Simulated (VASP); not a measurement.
# Rb (Fm-3m) in VASP: notebook

Rb is run at these levels: r2SCAN; tasks: single point.

Everything below comes from runs of VASP 6.6.1. Logs are shortened: lines on timing, memory, paths and dates and some standing lists are left out, and cuts for length are marked.

## (1) The cell of the first run

Symmetry: Fm-3m, No. 225, cubic system. Conventional cell: a = 6.010 Å, b = 6.010 Å, c = 6.010 Å, α = 90.00°, β = 90.00°, γ = 90.00°. Within 5.6 Å of Rb (site symmetry m-3m) lie 12 Rb at 4.25 Å.

This isn't the form of Rb at room conditions, which is bcc.

## (2) Single point, r2SCAN

Contents of POSCAR:

```
Rb
1.0
    0.0000000000      3.0048745823      3.0048745823
    3.0048745823      0.0000000000      3.0048745823
    3.0048745823      3.0048745823      0.0000000000
Rb
1
Direct
    0.0000000000      0.0000000000      0.0000000000
```

Contents of INCAR.step1:

```
PREC = Accurate
ENCUT = 520
ISMEAR = -1
SIGMA = 0.1
LREAL = F
LASPH = T
NELM = 100
NBANDS = 10
GGA = PE
ALGO = Normal
EDIFF = 1E-4
LWAVE = T
LCHARG = F
```

Contents of INCAR.step2:

```
PREC = Accurate
ENCUT = 520
EDIFF = 1E-7
ISMEAR = -1
SIGMA = 0.1
LREAL = F
LASPH = T
NELM = 100
ALGO = Normal
ISIF = 2
LWAVE = F
LCHARG = T
METAGGA = R2SCAN
LMIXTAU = T
LELF = T
LVHAR = T
NBANDS = 10
ISTART = 1
```

Contents of KPOINTS:

```
Automatic mesh
0
Gamma
  8 8 8
```

Potentials or basis: VASP PAW PBE potentials, release 64 (Rb_sv).

Run with:

```bash
$ cat potpaw_PBE.64/Rb_sv/POTCAR > POTCAR
$ cp INCAR.step1 INCAR
$ mpirun -np 1 vasp_std > vasp.out
$ cp INCAR.step2 INCAR
$ mpirun -np 1 vasp_std > vasp.out
```

OUTCAR:

```text
PREC = Accurate
   ENCUT = 520
   EDIFF = 1E-7
   ISMEAR = -1
   LREAL = F
   LASPH = T
   NELM = 100
   ISIF = 2
   METAGGA = R2SCAN
   ISTART = 1

 ion  position               nearest neighbor table
   1  0.000  0.000  0.000-

  LATTYP: Found a face centered cubic cell.
 ALAT       =     6.0097491646

  Lattice vectors:

 A1 = (   0.0000000000,   3.0048745823,   3.0048745823)
 A2 = (   3.0048745823,   0.0000000000,   3.0048745823)
 A3 = (   3.0048745823,   3.0048745823,   0.0000000000)

Analysis of symmetry for initial positions (statically):
=====================================================================
 Subroutine PRICEL returns:
 Original cell was already a primitive cell.

 Routine SETGRP: Setting up the symmetry group for a
 face centered cubic supercell.

 Subroutine GETGRP returns: Found 48 space group operations
 (whereof 48 operations were pure point group operations)
 out of a pool of 48 trial point group operations.

The static configuration has the point symmetry O_h .

Analysis of symmetry for dynamics (positions and initial velocities):
=====================================================================
 Subroutine PRICEL returns:
 Original cell was already a primitive cell.

 Routine SETGRP: Setting up the symmetry group for a
 face centered cubic supercell.

 Subroutine GETGRP returns: Found 48 space group operations
 (whereof 48 operations were pure point group operations)
 out of a pool of 48 trial point group operations.

The dynamic configuration has the point symmetry O_h .

 Subroutine INISYM returns: Found 48 space group operations
 (whereof 48 operations are pure point group operations),
 and found     1 'primitive' translations

----------------------------------------------------------------------------------------

                                     Primitive cell

  volume of cell :      54.2637

  direct lattice vectors                    reciprocal lattice vectors
     0.000000000  3.004874582  3.004874582    -0.166396296  0.166396296  0.166396296
     3.004874582  0.000000000  3.004874582     0.166396296 -0.166396296  0.166396296
     3.004874582  3.004874582  0.000000000     0.166396296  0.166396296 -0.166396296

  length of vectors
     4.249534388  4.249534388  4.249534388     0.288206839  0.288206839  0.288206839

  position of ions in fractional coordinates (direct lattice)
     0.000000000  0.000000000  0.000000000

  ion indices of the primitive-cell ions
   primitive index   ion index
                 1           1

----------------------------------------------------------------------------------------

 KPOINTS: Automatic mesh

Automatic generation of k-mesh.
 Grid dimensions read from file:
 generate k-points for:    8    8    8

 Generating k-lattice:

  Cartesian coordinates                     Fractional coordinates (reciprocal lattice)
    -0.020799537  0.020799537  0.020799537     0.125000000  0.000000000  0.000000000
     0.020799537 -0.020799537  0.020799537     0.000000000  0.125000000  0.000000000
     0.020799537  0.020799537 -0.020799537     0.000000000  0.000000000  0.125000000

  Length of vectors
     0.036025855  0.036025855  0.036025855

  Shift w.r.t. Gamma in fractional coordinates (k-lattice)
     0.000000000  0.000000000  0.000000000

 Subroutine IBZKPT returns following result:
 ===========================================

 Found     29 irreducible k-points:

 Following reciprocal coordinates:
            Coordinates               Weight
  0.000000  0.000000  0.000000      1.000000
  0.125000  0.000000  0.000000      8.000000
  0.250000  0.000000  0.000000      8.000000
  0.375000  0.000000  0.000000      8.000000
  0.500000  0.000000  0.000000      4.000000
  0.125000  0.125000  0.000000      6.000000
[... 16 lines left out ...]
  0.500000  0.250000  0.125000     48.000000
 -0.375000  0.250000  0.125000     24.000000
 [... further k-points ...]
   k-points           NKPTS =     29   k-points in BZ     NKDIM =     29   number of bands    NBANDS=     10
   number of dos      NEDOS =    301   number of ions     NIONS =      1
   total plane-waves  NPLWV =  32768
   dimension x,y,z NGX =    32 NGY =   32 NGZ =   32
   dimension x,y,z NGXF=    64 NGYF=   64 NGZF=   64
   ions per type =               1
   NGX,Y,Z   is equivalent  to a cutoff of  12.52, 12.52, 12.52 a.u.
   NGXF,Y,Z  is equivalent  to a cutoff of  25.04, 25.04, 25.04 a.u.
 SYSTEM =  unknown system
   PREC   = accura    normal or accurate (medium, high low for compatibility)
   ISTART =      1    job   : 0-new  1-cont  2-samecut
   ICHARG =      0    charge: 1-file 2-atom 10-const
   ISPIN  =      1    spin polarized calculation?
   LNONCOLLINEAR =      F non collinear calculations
   LSORBIT =      F    spin-orbit coupling
   LASPH  =      T    aspherical Exc in radial PAW
   ENCUT  =  520.0 eV  38.22 Ry    6.18 a.u.   7.90  7.90  7.90*2*pi/ulx,y,z
   NELM   =    100;   NELMIN=  2; NELMDL=  0     # of ELM steps
   EDIFF  = 0.1E-06   stopping-criterion for ELM
   LREAL  =      F    real-space projection
   EDIFFG = 0.1E-05   stopping-criterion for IOM
   NSW    =      0    number of steps for IOM
   IBRION =     -1    ionic relax: 0-MD 1-quasi-New 2-CG
   NFREE  =      0    steps in history (QN), initial steepest desc. (CG)
   ISIF   =      2    stress and relaxation
   ISYM   =      2    0-nonsym 1-usesym 2-fastsym
   POTIM  = 0.5000    time-step for ionic-motion
   TEBEG  =    0.0;   TEEND  =   0.0 temperature during run
   PSTRESS=    0.0 pullay stress
   NELECT =       9.0000    total number of electrons
   NUPDOWN=      -1.0000    fix difference up-down
   EMIN   =  10.00;   EMAX   =-10.00  energy-range for DOS
   EFERMI =   0.00;   METHOD = LEGACY
   ISMEAR =    -1;   SIGMA  =   0.10  broadening in eV -4-tet -1-fermi 0-gaus
   EFERMI_NEDOS =   21; number of points for ismear=-14 and -15
   IALGO  =     38    algorithm
   IMIX   =      4    mixing-type and parameters
     AMIX     =   0.40;   BMIX     =  1.00
     AMIX_MAG =   1.60;   BMIX_MAG =  1.00
  volume/ion in A,a.u.               =      54.26       366.19
  Fermi-wavevector in a.u.,A,eV,Ry     =   0.899469  1.699749 11.007708  0.809044
  Thomas-Fermi vector in A             =   2.022306
   LORBIT       =      0    0 simple, 1 ext, 2 COOP (PROOUT), +10 PAW based schemes
   METAGGA = R2SCAN    functional components
   LHFCALC =     F    Hartree Fock is set to
   AEXX    =    0.0000 exact exchange contribution
   IVDW    =     0    specifies the selected vdW correction
   LEPSILON=     F    determine dielectric tensor
   LRPA    =     F    only Hartree local field effects (RPA)
 non-spin polarized calculation
  energy-cutoff  :      520.00
  volume of cell :       54.26
 maximum number of plane-waves:      1476
   NGX = 15   NGY = 15   NGZ = 15

 number of electron       9.0000000 magnetization

 Free energy of the ion-electron system (eV)
  ---------------------------------------------------
  ext. energy  EPLUGINS =         0.00000000
  ---------------------------------------------------
  free energy    TOTEN  =       -13.58973813 eV

  energy without entropy =      -13.55116787  energy(sigma->0) =      -13.57045300

 E-fermi :   1.6889     XC(G=0):  -7.1985

 val. band max:        1.6165407180   @ k =   0.5000   0.2500   0.1250
 cond. band min:       1.7197251952   @ k =   0.5000   0.3750   0.1250
 fundamental gap:      0.1031844772
 Fermi energy:         1.6888908205

 k-point     1 :       0.0000    0.0000    0.0000
  band No.  band energies     occupation
      1     -28.4011      2.00000
      2     -11.7447      2.00000
      3     -11.7447      2.00000
      4     -11.7447      2.00000
      5      -1.0987      2.00000
      6       5.9387      0.00000
      7       5.9387      0.00000
      8       5.9387      0.00000
      9       8.0076      0.00000
     10       8.0076      0.00000

 k-point     2 :       0.1250    0.0000    0.0000
  band No.  band energies     occupation
      1     -28.3950      2.00000
      2     -11.8230      2.00000
      3     -11.7535      2.00000
      4     -11.7535      2.00000
      5      -0.7988      2.00000
      6       5.3282      0.00000
      7       6.0607      0.00000
      8       6.0607      0.00000
      9       7.7149      0.00000
     10       7.7149      0.00000

 k-point     3 :       0.2500    0.0000    0.0000
  band No.  band energies     occupation
      1     -28.3802      2.00000
      2     -12.0041      2.00000
      3     -11.7745      2.00000
      4     -11.7745      2.00000
      5       0.0053      2.00000
      6       4.3264      0.00000
      7       6.0533      0.00000
      8       6.0533      0.00000
      9       7.7511      0.00000
     10       7.7511      0.00000

 k-point     4 :       0.3750    0.0000    0.0000
  band No.  band energies     occupation
      1     -28.3654      2.00000
      2     -12.1753      2.00000
      3     -11.7953      2.00000
      4     -11.7953      2.00000
      5       1.0463      1.99677
      6       3.4301      0.00000
      7       5.7411      0.00000
      8       5.7411      0.00000
      9       8.6617      0.00000
     10       8.6617      0.00000
[... 222 lines left out ...]
 k-point    22 :       0.3750    0.2500    0.1250
  band No.  band energies     occupation
      1     -28.3692      2.00000
      2     -12.0451      2.00000
      3     -11.8644      2.00000
      4     -11.8035      2.00000
      5       0.6429      1.99994
      6       4.0718      0.00000
      7       4.8932      0.00000
      8       6.5812      0.00000
      9       6.9406      0.00000
     10       8.9546      0.00000

 k-point    23 :       0.5000    0.2500    0.1250
  band No.  band energies     occupation
      1     -28.3573      2.00000
      2     -12.1341      2.00000
      3     -11.9179      2.00000
      4     -11.8300      2.00000
      5       1.6165      1.34676
      6       3.4853      0.00000
      7       4.3814      0.00000
      8       6.2919      0.00000
      9       7.8511      0.00000
     10       9.7200      0.00000

 k-point    24 :      -0.3750    0.2500    0.1250
  band No.  band energies     occupation
      1     -28.3524      2.00000
      2     -12.1715      2.00000
      3     -11.9349      2.00000
      4     -11.8446      2.00000
      5       2.5078      0.00056
      6       2.6939      0.00009
      7       4.4056      0.00000
      8       6.1303      0.00000
      9       8.4142      0.00000
     10       9.3644      0.00000

 [... further k-points ...]
[... 5 lines left out ...]
  --------------------------------------------------------------------------------------
  -------------------------------------------------------------------------------------
  Total        1.3452869      1.3452869      1.3452869     -0.0000000     -0.0000000      0.0000000
  in kB       39.7206604     39.7206604     39.7206604     -0.0000000     -0.0000000      0.0000000
  external PRESSURE =      39.7206604 kB  Pullay stress =       0.0000000 kB

 VOLUME and BASIS-vectors are now :
 -----------------------------------------------------------------------------
  energy-cutoff  :      520.00
  volume of cell :       54.26
      direct lattice vectors                 reciprocal lattice vectors
     0.000000000  3.004874582  3.004874582    -0.166396296  0.166396296  0.166396296
     3.004874582  0.000000000  3.004874582     0.166396296 -0.166396296  0.166396296
     3.004874582  3.004874582  0.000000000     0.166396296  0.166396296 -0.166396296

 POSITION                                       TOTAL-FORCE (eV/Angst)
 -----------------------------------------------------------------------------------
      0.00000      0.00000      0.00000         0.000000      0.000000      0.000000
 -----------------------------------------------------------------------------------
    total drift:                                0.000000     -0.000000     -0.000000

  FREE ENERGIE OF THE ION-ELECTRON SYSTEM (eV)
  ---------------------------------------------------
  free  energy   TOTEN  =       -13.5897381322 eV

  energy  without entropy=      -13.5511678668  energy(sigma->0) =      -13.57045300
```

Wall time 2.3 min (1 thread of Oxide Virtual Turin-like, shared host); peak memory 0.15 GiB.

What came out:

- Free energy: -13.5897 eV
- Pressure: 4.0 GPa
- Band gap on the k mesh: zero (an odd number of electrons rules out a gap without spin polarisation)

Caveat: the cell stands under pressure; the PAW data sets were made with another functional, which shifts forces and pressure a little.

## (3) Single point, r2SCAN

This run uses another cell than the first one, of 65.17 Å³/atom.

Contents of POSCAR:

```
Rb
1.0
    0.0000000000      3.1939565068      3.1939565068
    3.1939565068      0.0000000000      3.1939565068
    3.1939565068      3.1939565068      0.0000000000
Rb
1
Direct
    0.0000000000      0.0000000000      0.0000000000
```

Contents of INCAR.step1:

```
PREC = Accurate ; ENCUT = 520
ISMEAR = -1 ; SIGMA = 0.1
LREAL = F ; LASPH = T
NELM = 100 ; NBANDS = 10
GGA = PE ; ALGO = Normal
EDIFF = 1E-4 ; LWAVE = T
LCHARG = F
```

Contents of INCAR.step2:

```
PREC = Accurate ; ENCUT = 520
EDIFF = 1E-7 ; ISMEAR = -1
SIGMA = 0.1 ; LREAL = F
LASPH = T ; NELM = 100
ALGO = Normal ; ISIF = 2
LWAVE = F ; LCHARG = F
METAGGA = R2SCAN ; LMIXTAU = T
NBANDS = 10 ; ISTART = 1
```

KPOINTS is that of step 2.

Potentials or basis: VASP PAW PBE potentials, release 64 (Rb_sv).

Run with:

```bash
$ cat potpaw_PBE.64/Rb_sv/POTCAR > POTCAR
$ cp INCAR.step1 INCAR
$ mpirun -np 1 vasp_std > vasp.out
$ cp INCAR.step2 INCAR
$ mpirun -np 1 vasp_std > vasp.out
```

It took 2.8 min on 1 thread of Oxide Virtual Turin-like, shared host; peak memory 0.18 GiB.

It converged, with:

```
Free energy            : -13.7873 eV
Pressure               : 2.0 GPa
Band gap on the k mesh : zero (an odd number of electrons rules out a gap without spin polarisation)
```

Levels at points of the mesh, in eV from the Fermi level:
```csv
k point,band 1,band 2,band 3,band 4,band 5,band 6,band 7,band 8,band 9,band 10
"(0.00, 0.00, 0.00)",-30.00,-13.43,-13.43,-13.43,-2.54,4.23,4.23,4.23,6.04,6.04
"(0.50, 0.00, 0.00)",-29.98,-13.72,-13.47,-13.47,0.15,0.89,3.91,3.91,6.86,7.26
"(0.50, 0.50, 0.00)",-29.98,-13.70,-13.53,-13.53,0.38,1.76,2.05,6.14,6.14,7.31
```

Caveat: the PAW data sets were made with another functional, which shifts forces and pressure a little.
